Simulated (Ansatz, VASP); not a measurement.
# NbTe6Mo2 in VASP and in Ansatz

```
Nb Te Mo
1.0
     6.46482    0.00000    0.00000
    -3.23241    5.59870    0.00000
     0.00000    0.00000    7.17133
Nb Te Mo
1 6 2
Cartesian
  0.0000 0.0000 0.0000
  4.3099 0.0000 5.3472
  1.0775 1.8662 5.3472
  -2.1549 3.7325 5.3472
  2.1549 0.0000 1.8242
  -1.0775 1.8662 1.8242
  2.1549 3.7325 1.8242
  0.0000 3.7325 0.0000
  3.2324 1.8662 0.0000
```

Alike in both runs: task relaxation of cell and atoms; functional PBE; k mesh 3 × 3 × 4; occupations gaussian, width 0.1 eV; no spin polarisation.

|  | VASP | Ansatz |
| --- | --- | --- |
| version | VASP 6.6.1 | Ansatz 0.2.0 |
| potentials or method | VASP PAW PBE potentials, release 64 (Nb_sv, Te, Mo_sv), cutoff 600 eV | scalar-relativistic, plane waves, PAW |
| valence electrons in the cell | 77 | 137 |

VASP gave:

* gap on the k mesh at the Fermi level, each at its own relaxed structure (eV): none
* relaxed volume (Å³/atom): 28.12
* relaxed cell length with the largest relative difference (Å): 7.669

Question: Estimate Ansatz's values.

Answer: gap on the k mesh at the Fermi level, each at its own relaxed structure (eV): none; relaxed volume (Å³/atom): 28.48; relaxed cell length with the largest relative difference (Å): 7.747.

A gap of «none» marks a metal or a gap that the smearing closes. VASP's potentials hold 77 valence electrons a cell and Ansatz's 137, so a difference there can come from the potentials and not from the codes.

The k mesh is coarse, so the values compare programs but aren't converged. Neither program's run includes spin-orbit coupling.
